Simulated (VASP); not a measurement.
Crystal: BaTiO3.

```
CELL_PARAMETERS angstrom
3.98410 0.00000 0.00000
0.00000 2.83705 2.84580
0.00000 -2.83705 2.84580
ATOMIC_POSITIONS crystal
Ba 0.00000 0.00000 0.00000
Ti 0.50000 0.50790 0.50790
O 0.00000 0.49210 0.49210
O 0.50000 0.50251 0.99371
O 0.50000 0.99371 0.50251
```

| Item | Value |
| --- | --- |
| Program | VASP 6.6.1 |
| Task | relaxation of cell and atoms |
| Functional | r2SCAN |
| Potentials or basis | VASP PAW PBE potentials, release 64 (Ba_sv, Ti_sv, O) |
| Cutoff | 600 eV |
| k mesh | 2 × 2 × 2 |
| Occupations | gaussian, width 0.02 eV |
| Spin | no spin polarisation |

At the start: pressure 2.8 GPa; volume 12.87 Å³/atom.

Task: How do energy, volume and symmetry change on relaxing?

Result: Over 22 steps the energy falls by 108.2 meV/atom and the volume is 13.77 Å³/atom (+7.0 %); space group Pm-3m (No. 221, to 0.1 Å) before, Amm2 (No. 38, to 0.1 Å).

The path:
```tsv
step	energy change (eV)	largest force (eV/Å)	pressure (GPa)	volume (Å³)
1	0.0000	1.6042	2.77	64.33
2	-0.2359	1.9999	-1.42	66.43
3	0.1302	4.8309	-1.47	72.99
4	-0.3642	0.8189	-3.05	68.19
5	-0.3722	0.5241	-3.32	68.82
6	-0.3801	2.3015	2.94	67.93
7	-0.4123	1.0261	-0.16	68.34
8	-0.5115	0.3790	0.81	67.73
9	-0.5195	0.3089	1.44	67.49
10	-0.5294	0.2781	-0.60	68.44
11	-0.5297	0.3078	-1.00	68.63
12	-0.5364	0.1303	-0.59	68.77
13	-0.5379	0.1081	-0.27	68.87
14	-0.5397	0.0502	-0.04	68.78
15	-0.5406	0.0589	0.28	68.67
16	-0.5409	0.0651	-0.05	68.81
17	-0.5409	0.0696	-0.12	68.84
18	-0.5411	0.0207	-0.02	68.86
19	-0.5411	0.0203	-0.03	68.86
20	-0.5412	0.0151	0.03	68.85
21	-0.5412	0.0109	0.08	68.84
22	-0.5412	0.0099	0.09	68.84
```

Final structure:
```
Ba Ti O
1.0
     3.85067    0.00000    0.00000
     0.00000    2.95562    3.02420
     0.00000   -2.95562    3.02420
Ba Ti O
1 1 3
Direct
  0.00000 0.02268 0.02268
  0.50000 0.54221 0.54221
  0.00000 0.47446 0.47446
  0.50000 0.49019 0.96669
  0.50000 0.96669 0.49019
```

Caveat: the k points lie up to 0.82 Å⁻¹ apart in the final cell; the PAW data sets were made with another functional, which shifts forces and pressure a little.
